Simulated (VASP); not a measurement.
A run of VASP 6.6.1 is set up as follows.

POSCAR

```
ScCd
1.0
    3.5262560000      0.0000000000      0.0000000000
    0.0000000000      3.5262560000      0.0000000000
    0.0000000000      0.0000000000      3.5262560000
Sc Cd
1 1
Direct
    0.5000000000      0.5000000000      0.5000000000
    0.0000000000      0.0000000000      0.0000000000
```

The input INCAR.step1:

```
PREC = Accurate
ENCUT = 520
ISMEAR = -1
SIGMA = 0.15
LREAL = False
LASPH = True
NELM = 80
NBANDS = 18
GGA = PE
ALGO = Normal
EDIFF = 1E-4
LWAVE = True
LCHARG = False
```

File INCAR.step2:

```
PREC = Accurate
ENCUT = 520
EDIFF = 1E-6
ISMEAR = -1
SIGMA = 0.15
LREAL = False
LASPH = True
NELM = 80
ALGO = Normal
ISIF = 2
LWAVE = False
LCHARG = False
METAGGA = R2SCAN
LMIXTAU = True
NBANDS = 18
ISTART = 1
```

The input KPOINTS:

```
regular mesh
0
Gamma
  4 4 4
```

Potentials or basis: VASP PAW PBE potentials, release 64 (Sc_sv, Cd).

Run with:

```bash
$ cat potpaw_PBE.64/Sc_sv/POTCAR potpaw_PBE.64/Cd/POTCAR > POTCAR
$ cp INCAR.step1 INCAR
$ mpirun -np 1 vasp_std > vasp.out
$ cp INCAR.step2 INCAR
$ mpirun -np 1 vasp_std > vasp.out
```

(1) Estimate the pressure.

Results:

(1) 0.3 GPa.

Caveat: the k points lie up to 0.45 Å⁻¹ apart; the PAW data sets were made with another functional, which shifts forces and pressure a little.
